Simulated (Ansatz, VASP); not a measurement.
## SiO2 in VASP and in Ansatz

File INCAR:

```
PREC = Accurate
ENCUT = 520
EDIFF = 1E-7
ISMEAR = 0
SIGMA = 0.05
LREAL = F
LASPH = T
NELM = 80
ALGO = Normal
ISIF = 2
LWAVE = F
LCHARG = F
NBANDS = 25
```

KPOINTS

```
Automatic mesh
0
Gamma
  6 6 8
```

POSCAR

```
SiO2
1.0
    4.2549000000      0.0000000000      0.0000000000
    0.0000000000      4.2549000000      0.0000000000
    0.0000000000      0.0000000000      2.5336000000
Si O
2 4
Direct
    0.5000000000      0.5000000000      0.5000000000
    0.0000000000      0.0000000000      0.0000000000
    0.6944252994      0.6944252994      0.0000000000
    0.1944252994      0.8055747006      0.5000000000
    0.3055747006      0.3055747006      0.0000000000
    0.8055747006      0.1944252994      0.5000000000
```

Input for Ansatz:

```yaml
crystal:
  lattice:
    - [4.2549, 0.0, 0.0]
    - [0.0, 4.2549, 0.0]
    - [0.0, 0.0, 2.5336]
  atoms:
    - { symbol: Si, position: [0.5, 0.5, 0.5] }
    - { symbol: Si, position: [0.0, 0.0, 0.0] }
    - { symbol: O, position: [0.6944252994, 0.6944252994, 0.0] }
    - { symbol: O, position: [0.1944252994, 0.8055747006, 0.5] }
    - { symbol: O, position: [0.3055747006, 0.3055747006, 0.0] }
    - { symbol: O, position: [0.8055747006, 0.1944252994, 0.5] }
basis:
  ecutwfc: 520.0
kpoints:
  mp_grid: { grid: [6, 6, 8] }
hamiltonian:
  xc: lda
  pseudopotentials: { kind: paw, azcp: { folder: soft_1 } }
scf:
  occupations: { method: gaussian, width: 0.05 }
output:
  forces: true
  stress: true
  eigenvalues: true
```

Alike in both runs: task single point; functional LDA; k mesh 6 × 6 × 8; occupations gaussian, width 0.05 eV; no spin polarisation.

|  | VASP | Ansatz |
| --- | --- | --- |
| version | VASP 6.6.1 | Ansatz 0.2.0 |
| potentials or method | VASP PAW LDA potentials, release 64 (Si, O), cutoff 520 eV | scalar-relativistic, plane waves, PAW |
| valence electrons in the cell | 32 | 32 |

Ansatz gave:

| Item | Value |
| --- | --- |
| gap on the k mesh at the Fermi level (eV) | 6.02 |
| least direct gap on the mesh (eV) | 6.02 |
| pressure (GPa) | 5.1 |
| traceless stress, the component that is largest in VASP (GPa) | 25.83 |
| rms of the force components (eV/Å) | 0.196 |

Q: What did VASP give for the same quantities?

A: gap on the k mesh at the Fermi level (eV): 6.01; least direct gap on the mesh (eV): 6.01; pressure (GPa): 6.3; traceless stress, the component that is largest in VASP (GPa): 26.79; rms of the force components (eV/Å): 0.164.

Ansatz warns that its potentials were made for another functional, while VASP's fit it. LDA's correlation is that of Perdew and Zunger in VASP and of Perdew and Wang (1992) in Ansatz. Atom by atom the forces differ by 0.031 eV/Å (rms over components).
